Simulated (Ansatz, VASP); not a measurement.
## One calculation of TiCo2, two programs

```
CELL_PARAMETERS angstrom
0.00000 3.27663 3.27663
3.27663 0.00000 3.27663
3.27663 3.27663 0.00000
ATOMIC_POSITIONS crystal
Ti 0.50000 0.50000 0.50000
Ti 0.75000 0.75000 0.75000
Co 0.12500 0.12500 0.12500
Co 0.62500 0.12500 0.12500
Co 0.12500 0.12500 0.62500
Co 0.12500 0.62500 0.12500
```

Alike in both runs: functional PBEsol; k mesh 10 × 10 × 10; occupations gaussian, width 0.1 eV; no spin polarisation.

Ansatz relaxed the structure, and its values are those at the end. VASP's run is a single point on that final structure, the one shown.

|  | VASP | Ansatz |
| --- | --- | --- |
| version | VASP 6.6.1 | Ansatz 0.2.0 |
| potentials or method | VASP PAW PBE potentials, release 64 (Ti_sv, Co), cutoff 520 eV | scalar-relativistic, plane waves, PAW |
| valence electrons in the cell | 60 | 92 |

```csv
,VASP,Ansatz,Ansatz less VASP
gap on the k mesh at the Fermi level (eV),none,none,-
pressure (GPa),-0.7,0.0,+0.69
```

VASP's potentials were made for PBE, not for PBEsol. A gap of «none» marks a metal or a gap that the smearing closes. The functional is the same, so the differences come from potentials, cutoffs and numerics. VASP's potentials hold 60 valence electrons a cell and Ansatz's 92, so a difference there can come from the potentials and not from the codes.
